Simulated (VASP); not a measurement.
# Be (P2_1/m) in VASP: a series of runs, part 2 of 2

VASP 6.6.1. The steps go on from the part before.

### Step 4. Single point, PBE+D3(BJ) (atoms displaced along a vibrational mode, the cell strained)

Input file INCAR:

```
SYSTEM = Be
  PREC = Accurate
  ENCUT = 520
  EDIFF = 1E-7
  ISMEAR = 0
  SIGMA = 0.15
  LREAL = .False.
  LASPH = .True.
  NELM = 60
  ALGO = Fast
  ISIF = 2
  LWAVE = .False.
  LCHARG = .True.
  GGA = PE
  IVDW = 12
  LELF = .True.
  LVHAR = .True.
  NBANDS = 9
```

Input file KPOINTS:

```
Automatic mesh
0
Gamma
  24 24 12
  0 0 0
```

Input file POSCAR:

```
Be
1.0
    2.2325744604      0.0000000000      0.0000000000
   -1.1162872302      1.9334661986      0.0000000000
    0.0000000000      0.0000000000      3.5291562651
Be
2
Direct
    0.3019449737      0.6666666667      0.2500000000
    0.6980550263      0.3333333333      0.7500000000
```

Potentials or basis: VASP PAW PBE potentials, release 64 (Be).

Run with:

```bash
$ cat potpaw_PBE.64/Be/POTCAR > POTCAR
$ mpirun -np 1 vasp_std > vasp.out
```

OUTCAR:

```text
SYSTEM = Be
   PREC = Accurate
   ENCUT = 520
   EDIFF = 1E-7
   ISMEAR = 0
   LREAL = .False.
   LASPH = .True.
   NELM = 60
   ISIF = 2
   GGA = PE
   IVDW = 12
 IVDW          = 12

 ion  position               nearest neighbor table
   1  0.302  0.667  0.250-   2 2.12   2 2.12   2 2.19   2 2.19   2 2.26   2 2.26
   2  0.698  0.333  0.750-   1 2.12   1 2.12   1 2.19   1 2.19   1 2.26   1 2.26

  LATTYP: Found a hexagonal cell.
 ALAT       =     2.2325744604
 C/A-ratio  =     1.5807563545

  Lattice vectors:

 A1 = (   2.2325744604,   0.0000000000,   0.0000000000)
 A2 = (  -1.1162872302,   1.9334661986,   0.0000000000)
 A3 = (   0.0000000000,   0.0000000000,   3.5291562651)

Analysis of symmetry for initial positions (statically):
=====================================================================
 Subroutine PRICEL returns:
 Original cell was already a primitive cell.

 Routine SETGRP: Setting up the symmetry group for a
 hexagonal supercell.

 Subroutine GETGRP returns: Found  4 space group operations
 (whereof  2 operations were pure point group operations)
 out of a pool of 24 trial point group operations.

The static configuration has the point symmetry S_2 .
 The point group associated with its full space group is C_2h.

Analysis of symmetry for dynamics (positions and initial velocities):
=====================================================================
 Subroutine PRICEL returns:
 Original cell was already a primitive cell.

 Routine SETGRP: Setting up the symmetry group for a
 hexagonal supercell.

 Subroutine GETGRP returns: Found  4 space group operations
 (whereof  2 operations were pure point group operations)
 out of a pool of 24 trial point group operations.

The dynamic configuration has the point symmetry S_2 .
 The point group associated with its full space group is C_2h.

 Subroutine INISYM returns: Found  4 space group operations
 (whereof  2 operations are pure point group operations),
 and found     1 'primitive' translations

----------------------------------------------------------------------------------------

                                     Primitive cell

  volume of cell :      15.2340

  direct lattice vectors                    reciprocal lattice vectors
     2.232574460  0.000000000  0.000000000     0.447913392  0.258602918  0.000000000
    -1.116287230  1.933466199  0.000000000     0.000000000  0.517205835  0.000000000
     0.000000000  0.000000000  3.529156265     0.000000000  0.000000000  0.283353846

  length of vectors
     2.232574460  2.232574460  3.529156265     0.517205835  0.517205835  0.283353846

  position of ions in fractional coordinates (direct lattice)
     0.301944974  0.666666667  0.250000000
     0.698055026  0.333333333  0.750000000

  ion indices of the primitive-cell ions
   primitive index   ion index
                 1           1
                 2           2

----------------------------------------------------------------------------------------

 KPOINTS: Automatic mesh

Automatic generation of k-mesh.
 Grid dimensions read from file:
 generate k-points for:   24   24   12

 Generating k-lattice:

  Cartesian coordinates                     Fractional coordinates (reciprocal lattice)
[... 22 lines left out ...]
  0.000000  0.083333  0.000000      2.000000
[... 16 lines left out ...]
  0.333333  0.000000  0.000000      2.000000
  0.000000  0.333333  0.000000      2.000000
 [... further k-points ...]
   k-points           NKPTS =   2030   k-points in BZ     NKDIM =   2030   number of bands    NBANDS=      9
   number of dos      NEDOS =    301   number of ions     NIONS =      2
   total plane-waves  NPLWV =   9072
   dimension x,y,z NGX =    18 NGY =   18 NGZ =   28
   dimension x,y,z NGXF=    36 NGYF=   36 NGZF=   56
   ions per type =               2
   NGX,Y,Z   is equivalent  to a cutoff of  13.40, 13.40, 13.19 a.u.
   NGXF,Y,Z  is equivalent  to a cutoff of  26.81, 26.81, 26.38 a.u.
 SYSTEM =  Be
   PREC   = accura    normal or accurate (medium, high low for compatibility)
   ISTART =      0    job   : 0-new  1-cont  2-samecut
   ICHARG =      2    charge: 1-file 2-atom 10-const
   ISPIN  =      1    spin polarized calculation?
   LNONCOLLINEAR =      F non collinear calculations
   LSORBIT =      F    spin-orbit coupling
   LASPH  =      T    aspherical Exc in radial PAW
   ENCUT  =  520.0 eV  38.22 Ry    6.18 a.u.   4.15  4.15  6.56*2*pi/ulx,y,z
   NELM   =     60;   NELMIN=  2; NELMDL= -5     # of ELM steps
   EDIFF  = 0.1E-06   stopping-criterion for ELM
   LREAL  =      F    real-space projection
   EDIFFG = 0.1E-05   stopping-criterion for IOM
   NSW    =      0    number of steps for IOM
   IBRION =     -1    ionic relax: 0-MD 1-quasi-New 2-CG
   NFREE  =      0    steps in history (QN), initial steepest desc. (CG)
   ISIF   =      2    stress and relaxation
   ISYM   =      2    0-nonsym 1-usesym 2-fastsym
   POTIM  = 0.5000    time-step for ionic-motion
   TEBEG  =    0.0;   TEEND  =   0.0 temperature during run
   PSTRESS=    0.0 pullay stress
   NELECT =       4.0000    total number of electrons
   NUPDOWN=      -1.0000    fix difference up-down
   EMIN   =  10.00;   EMAX   =-10.00  energy-range for DOS
   EFERMI =   0.00;   METHOD = LEGACY
   ISMEAR =     0;   SIGMA  =   0.15  broadening in eV -4-tet -1-fermi 0-gaus
   EFERMI_NEDOS =   21; number of points for ismear=-14 and -15
   IALGO  =     68    algorithm
   IMIX   =      4    mixing-type and parameters
     AMIX     =   0.40;   BMIX     =  1.00
     AMIX_MAG =   1.60;   BMIX_MAG =  1.00
  volume/ion in A,a.u.               =       7.62        51.40
  Fermi-wavevector in a.u.,A,eV,Ry     =   1.048312  1.981021 14.952218  1.098957
  Thomas-Fermi vector in A             =   2.183228
   LORBIT       =      0    0 simple, 1 ext, 2 COOP (PROOUT), +10 PAW based schemes
   GGA     = PE    functional components
   LHFCALC =     F    Hartree Fock is set to
   AEXX    =    0.0000 exact exchange contribution
   IVDW    =    12    specifies the selected vdW correction
   LEPSILON=     F    determine dielectric tensor
   LRPA    =     F    only Hartree local field effects (RPA)
 non-spin polarized calculation
 RMM-DIIS sequential band-by-band and
 Gauss-broadening in eV      SIGMA  =   0.15
  energy-cutoff  :      520.00
  volume of cell :       15.23
 maximum number of plane-waves:       424
 NGX is ok and might be reduce to    18
   NGX =  9   NGY =  9   NGZ = 13

 number of electron       4.0000000 magnetization

 Free energy of the ion-electron system (eV)
  ---------------------------------------------------
  ext. energy  EPLUGINS =         0.00000000
  ---------------------------------------------------
  free energy    TOTEN  =        -7.48710348 eV

  energy without entropy =       -7.48515543  energy(sigma->0) =       -7.48612945

 E-fermi :   7.3590     XC(G=0): -10.7286

 val. band max:        7.3516438392   @ k =  -0.2083   0.4583   0.0833
 cond. band min:       7.3593551273   @ k =  -0.2917  -0.3750   0.0000
 fundamental gap:      0.0077112881
 Fermi energy:         7.3590397579

 k-point     1 :       0.0000    0.0000    0.0000
  band No.  band energies     occupation
      1      -4.2221      2.00000
      2       2.7113      2.00000
      3       8.5106      0.00000
      4      23.4874      0.00000
      5      24.4363      0.00000
      6      26.0397      0.00000
      7      27.4992      0.00000
      8      28.8501      0.00000
      9      35.0358      0.00000
[... 265 lines left out ...]
 k-point    24 :       0.0000    0.3333    0.0000
  band No.  band energies     occupation
      1      -0.9799      2.00000
      2       6.9633      1.99981
      3       7.8033      0.00003
      4      13.9212      0.00000
      5      18.2074      0.00000
      6      19.8478      0.00000
      7      21.3097      0.00000
      8      24.6165      0.00000
      9      28.8307      0.00000

 [... further k-points ...]

------------------------ aborting loop because EDIFF is reached ----------------------------------------

 Edisp (eV)   -0.73814

 E8    (eV) :    -0.2558

  FORCE on cell =-STRESS in cart. coord.  units (eV):
  Direction    XX          YY          ZZ          XY          YZ          ZX
  --------------------------------------------------------------------------------------
  -------------------------------------------------------------------------------------
  Total      -0.28856    -0.23417    -0.21688     0.39035     0.00000     0.00000
  in kB     -30.34792   -24.62761   -22.80912    41.05399     0.00000     0.00000
  external pressure =      -25.93 kB  Pullay stress =        0.00 kB

 VOLUME and BASIS-vectors are now :
 -----------------------------------------------------------------------------
  energy-cutoff  :      520.00
  volume of cell :       15.23
      direct lattice vectors                 reciprocal lattice vectors
     2.232574460  0.000000000  0.000000000     0.447913392  0.258602918  0.000000000
    -1.116287230  1.933466199  0.000000000     0.000000000  0.517205835  0.000000000
     0.000000000  0.000000000  3.529156265     0.000000000  0.000000000  0.283353846

 POSITION                                       TOTAL-FORCE (eV/Angst)
 -----------------------------------------------------------------------------------
     -0.07008      1.28898      0.88229         0.517838      0.084806      0.000000
      1.18636      0.64449      2.64687        -0.517838     -0.084806     -0.000000
 -----------------------------------------------------------------------------------
    total drift:                               -0.000000     -0.000000      0.000000

  FREE ENERGIE OF THE ION-ELECTRON SYSTEM (eV)
  ---------------------------------------------------
  free  energy   TOTEN  =        -8.2252464484 eV

  energy  without entropy=       -8.2232984001  energy(sigma->0) =       -8.22427242
```

Run time: 4.2 min. Hardware: 1 thread of Oxide Virtual Turin-like, shared host; peak memory 0.31 GiB.

Results:

```
Free energy                : -8.2252 eV
Pressure                   : -2.6 GPa
Largest force              : 0.525 eV/Å
Band gap on the k mesh     : zero (bands 2 and 3 overlap by 2.17 eV)
Dispersion energy per atom : -0.369 eV
```

Forces on the atoms (eV/Å):
```
Be   0.518  0.085  0.000
Be  -0.518 -0.085  0.000
```

Levels at points of the mesh, in eV from the Fermi level:
```
           k point  band 1  band 2  band 3  band 4  band 5
(0.00, 0.00, 0.00)  -11.58   -4.65    1.15   16.13   17.08
(0.50, 0.00, 0.00)   -4.90   -3.64    4.21    5.85    7.80
(0.00, 0.50, 0.00)   -5.16   -3.18    3.66    6.60    6.93
(0.50, 0.50, 0.00)   -5.37   -2.69    3.23    6.08    7.31
(0.00, 0.00, 0.50)   -9.40   -9.40   10.86   10.86   18.12
(0.50, 0.00, 0.50)   -3.89   -3.89    1.98    1.98   12.38
(0.00, 0.50, 0.50)   -3.76   -3.76    1.68    1.68   12.31
(0.50, 0.50, 0.50)   -3.58   -3.58    1.30    1.30   12.34
```

Caveat: the cell differs from its parent crystal (atoms displaced along a vibrational mode, the cell strained).

### Step 5. Single point, PBE+D3(BJ) (atoms displaced along a vibrational mode, the cell strained)

Input file INCAR:

```
ALGO     = Fast           # electronic algorithm
EDIFF    = 1E-6           # SCF threshold, eV
ENCUT    = 520            # plane-wave cutoff, eV
GGA      = PE             # functional
ISIF     = 2              # what is computed and relaxed
ISMEAR   = 0              # smearing method
IVDW     = 12             # dispersion correction
LASPH    = T              # aspherical terms in the spheres
LCHARG   = F              # write CHGCAR
LREAL    = F              # projectors in reciprocal space
LWAVE    = F              # write WAVECAR
NBANDS   = 9              # bands
NELM     = 80             # most SCF steps
PREC     = Accurate       # precision mode
SIGMA    = 0.15           # smearing width, eV
```

Input file KPOINTS:

```
k-points
0
Gamma
  24 24 12
```

Input file POSCAR:

```
Be
1.0
    2.2325744604      0.0000000000      0.0000000000
   -1.1162872302      1.9334661986      0.0000000000
    0.0000000000      0.0000000000      3.5291562651
Be
2
Direct
    0.2862733755      0.6666666667      0.2500000000
    0.7137266245      0.3333333333      0.7500000000
```

Potentials or basis: VASP PAW PBE potentials, release 64 (Be).

Run with:

```bash
$ cat potpaw_PBE.64/Be/POTCAR > POTCAR
$ mpirun -np 1 vasp_std > vasp.out
```

OUTCAR:

```text
EDIFF = 1E-6
   ENCUT = 520
   GGA = PE
   ISIF = 2
   ISMEAR = 0
   IVDW = 12
   LASPH = T
   LREAL = F
   NELM = 80
   PREC = Accurate
 IVDW          = 12

 ion  position               nearest neighbor table
   1  0.286  0.667  0.250-   2 2.09   2 2.09   2 2.20   2 2.20   2 2.30   2 2.30
   2  0.714  0.333  0.750-   1 2.09   1 2.09   1 2.20   1 2.20   1 2.30   1 2.30

  LATTYP: Found a hexagonal cell.
 ALAT       =     2.2325744604
 C/A-ratio  =     1.5807563545

  Lattice vectors:

 A1 = (   2.2325744604,   0.0000000000,   0.0000000000)
 A2 = (  -1.1162872302,   1.9334661986,   0.0000000000)
 A3 = (   0.0000000000,   0.0000000000,   3.5291562651)

Analysis of symmetry for initial positions (statically):
=====================================================================
 Subroutine PRICEL returns:
 Original cell was already a primitive cell.

 Routine SETGRP: Setting up the symmetry group for a
 hexagonal supercell.

 Subroutine GETGRP returns: Found  4 space group operations
 (whereof  2 operations were pure point group operations)
 out of a pool of 24 trial point group operations.

The static configuration has the point symmetry S_2 .
 The point group associated with its full space group is C_2h.

Analysis of symmetry for dynamics (positions and initial velocities):
=====================================================================
 Subroutine PRICEL returns:
 Original cell was already a primitive cell.

 Routine SETGRP: Setting up the symmetry group for a
 hexagonal supercell.

 Subroutine GETGRP returns: Found  4 space group operations
 (whereof  2 operations were pure point group operations)
 out of a pool of 24 trial point group operations.

The dynamic configuration has the point symmetry S_2 .
 The point group associated with its full space group is C_2h.

 Subroutine INISYM returns: Found  4 space group operations
 (whereof  2 operations are pure point group operations),
[... 120 lines left out ...]
   LORBIT       =      0    0 simple, 1 ext, 2 COOP (PROOUT), +10 PAW based schemes
   GGA     = PE    functional components
   LHFCALC =     F    Hartree Fock is set to
   AEXX    =    0.0000 exact exchange contribution
   IVDW    =    12    specifies the selected vdW correction
   LEPSILON=     F    determine dielectric tensor
   LRPA    =     F    only Hartree local field effects (RPA)
 non-spin polarized calculation
 RMM-DIIS sequential band-by-band and
 Gauss-broadening in eV      SIGMA  =   0.15
  energy-cutoff  :      520.00
  volume of cell :       15.23
 maximum number of plane-waves:       424
 NGX is ok and might be reduce to    18
   NGX =  9   NGY =  9   NGZ = 13

 number of electron       4.0000000 magnetization

 Free energy of the ion-electron system (eV)
  ---------------------------------------------------
  ext. energy  EPLUGINS =         0.00000000
  ---------------------------------------------------
  free energy    TOTEN  =        -7.44233397 eV

  energy without entropy =       -7.44056254  energy(sigma->0) =       -7.44144825

 E-fermi :   7.3939     XC(G=0): -10.7283

 val. band max:        7.3805701012   @ k =  -0.3333  -0.3750  -0.4167
 cond. band min:       7.4023184816   @ k =   0.2500   0.2917   0.0000
 fundamental gap:      0.0217483805
 Fermi energy:         7.3939282522

 k-point     1 :       0.0000    0.0000    0.0000
  band No.  band energies     occupation
      1      -4.2210      2.00000
      2       2.6996      2.00000
      3       8.5138      0.00000
      4      23.3507      0.00000
      5      24.7567      0.00000
      6      25.6828      0.00000
      7      27.7929      0.00000
      8      28.8974      0.00000
      9      34.7472      0.00000
[... 265 lines left out ...]
 k-point    24 :       0.0000    0.3333    0.0000
  band No.  band energies     occupation
      1      -0.9796      2.00000
      2       6.9468      1.99998
      3       7.8013      0.00012
      4      13.9258      0.00000
      5      18.3710      0.00000
      6      19.8417      0.00000
      7      21.2631      0.00000
      8      23.9162      0.00000
      9      29.7444      0.00000

 [... further k-points ...]

------------------------ aborting loop because EDIFF is reached ----------------------------------------

 Edisp (eV)   -0.73811

 E8    (eV) :    -0.2558

  FORCE on cell =-STRESS in cart. coord.  units (eV):
  Direction    XX          YY          ZZ          XY          YZ          ZX
  --------------------------------------------------------------------------------------
  -------------------------------------------------------------------------------------
  Total      -0.33833    -0.21963    -0.04305     0.55212     0.00000     0.00000
  in kB     -35.58279   -23.09858    -4.52765    58.06730     0.00000     0.00000
  external pressure =      -21.07 kB  Pullay stress =        0.00 kB

 VOLUME and BASIS-vectors are now :
 -----------------------------------------------------------------------------
  energy-cutoff  :      520.00
  volume of cell :       15.23
      direct lattice vectors                 reciprocal lattice vectors
     2.232574460  0.000000000  0.000000000     0.447913392  0.258602918  0.000000000
    -1.116287230  1.933466199  0.000000000     0.000000000  0.517205835  0.000000000
     0.000000000  0.000000000  3.529156265     0.000000000  0.000000000  0.283353846

 POSITION                                       TOTAL-FORCE (eV/Angst)
 -----------------------------------------------------------------------------------
     -0.10506      1.28898      0.88229         0.759584      0.187658      0.000000
      1.22135      0.64449      2.64687        -0.759584     -0.187658      0.000000
 -----------------------------------------------------------------------------------
    total drift:                                0.000000     -0.000000     -0.000000

  FREE ENERGIE OF THE ION-ELECTRON SYSTEM (eV)
  ---------------------------------------------------
  free  energy   TOTEN  =        -8.1804480553 eV

  energy  without entropy=       -8.1786766292  energy(sigma->0) =       -8.17956234
```

It took 2.1 min on 1 thread of Oxide Virtual Turin-like, shared host; peak memory 0.31 GiB.

Results:

| Quantity | Value |
| --- | --- |
| Free energy | -8.1804 eV |
| Pressure | -2.1 GPa |
| Largest force | 0.782 eV/Å |
| Band gap on the k mesh | zero (bands 2 and 3 overlap by 2.16 eV) |
| Dispersion energy per atom | -0.369 eV |

Forces on the atoms (eV/Å):
```
Be   0.760  0.188  0.000
Be  -0.760 -0.188  0.000
```

Stress tensor (GPa, compression positive):
```
-3.56  5.81  0.00
 5.81 -2.31  0.00
 0.00  0.00 -0.45
```

Levels at points of the mesh, in eV from the Fermi level:
| k point | band 1 | band 2 | band 3 | band 4 | band 5 | band 6 | band 7 |
| --- | --- | --- | --- | --- | --- | --- | --- |
| (0.00, 0.00, 0.00) | -11.61 | -4.69 | 1.12 | 15.96 | 17.36 | 18.29 | 20.40 |
| (0.50, 0.00, 0.00) | -4.79 | -3.89 | 4.45 | 5.44 | 8.18 | 9.56 | 9.80 |
| (0.00, 0.50, 0.00) | -5.19 | -3.22 | 3.59 | 6.58 | 6.88 | 10.00 | 10.32 |
| (0.50, 0.50, 0.00) | -5.49 | -2.47 | 2.99 | 5.64 | 7.61 | 9.71 | 10.89 |
| (0.00, 0.00, 0.50) | -9.43 | -9.43 | 10.81 | 10.81 | 18.04 | 18.04 | 18.28 |
| (0.50, 0.00, 0.50) | -3.97 | -3.97 | 2.05 | 2.05 | 12.31 | 12.31 | 15.00 |
| (0.00, 0.50, 0.50) | -3.80 | -3.80 | 1.65 | 1.65 | 12.20 | 12.20 | 15.99 |
| (0.50, 0.50, 0.50) | -3.52 | -3.52 | 1.07 | 1.07 | 12.28 | 12.28 | 16.89 |

Caveat: the cell differs from its parent crystal (atoms displaced along a vibrational mode, the cell strained).

### Step 6. Summary

```csv
cell,further INCAR settings,gap on the mesh (eV),pressure (GPa),largest force (eV/Å)
"a = 2.214, b = 2.214, c = 3.500 Å, angles 90.0, 90.0, 120.0°, 2 atoms, atomic positions A",ALGO = Fast; EDIFF = 1e-07; NBANDS = 9,none,1.1,0.81
"a = 2.233, b = 2.233, c = 3.529 Å, angles 90.0, 90.0, 120.0°, 2 atoms, atomic positions B",ALGO = Fast; EDIFF = 1e-07; NBANDS = 9,none,-1.4,1.03
"a = 2.233, b = 2.233, c = 3.529 Å, angles 90.0, 90.0, 120.0°, 2 atoms, atomic positions C",ALGO = Fast; EDIFF = 1e-07; NBANDS = 9,none,-2.6,0.52
"a = 2.233, b = 2.233, c = 3.529 Å, angles 90.0, 90.0, 120.0°, 2 atoms, atomic positions A",ALGO = Fast; EDIFF = 1e-06; NBANDS = 9,none,-2.1,0.78
```

Alike in all rows: task single point; level PBE+D3(BJ); potentials or basis VASP PAW PBE potentials, release 64 (Be); no spin polarisation; k mesh 24 × 24 × 12; cutoff (eV) 520; smearing gaussian 0.15 eV.

Caveats: the stress differs along the axes, from -4 to 2 GPa (at least some runs); forces of over 1 eV/Å act on the atoms, so gaps and moduli don't describe the material at rest (at least some runs).

Absolute energies hang on the potentials; compare differences alone.

The gap in the log of VASP goes by the Fermi energy; the results here count the filled bands.